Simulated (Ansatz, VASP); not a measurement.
NaFeN in VASP and in Ansatz

```
Na Fe N
1.0
     2.97385    0.00000    0.00000
    -1.48692    2.57543    0.00000
     0.00000    0.00000    9.73272
Na Fe N
2 2 2
Direct
  0.66667 0.33333 0.76081
  0.33333 0.66667 0.26081
  0.00000 0.00000 0.51824
  0.00000 0.00000 0.01824
  0.33333 0.66667 0.56559
  0.66667 0.33333 0.06559
```

Alike in both runs: task single point; functional LDA; k mesh 12 × 12 × 4; no spin polarisation.

|  | VASP | Ansatz |
| --- | --- | --- |
| version | VASP 6.6.1 | Ansatz 0.2.0 |
| potentials or method | VASP PAW LDA potentials, release 64 (Na_pv, Fe, N) | plane waves, PAW |
| plane-wave cutoff (eV) | 520 | 420 |
| occupations | gaussian, width 0.01 eV | fixed |
| valence electrons in the cell | 40 | 60 |

|  | VASP | Ansatz | Ansatz less VASP |
| --- | --- | --- | --- |
| gap on the k mesh at the Fermi level (eV) | 0.27 | 0.29 | +0.016 |
| pressure (GPa) | -4.3 | -5.7 | -1.42 |
| traceless stress, the component that is largest in VASP (GPa) | 0.95 | 2.14 | +1.189 |
| rms of the force components (eV/Å) | 0.104 | 0.180 | +0.0759 |

LDA's correlation is that of Perdew and Zunger in VASP and of Perdew and Wang (1992) in Ansatz. Atom by atom the forces differ by 0.076 eV/Å (rms over components). VASP's potentials hold 40 valence electrons a cell and Ansatz's 60, so a difference there can come from the potentials and not from the codes.
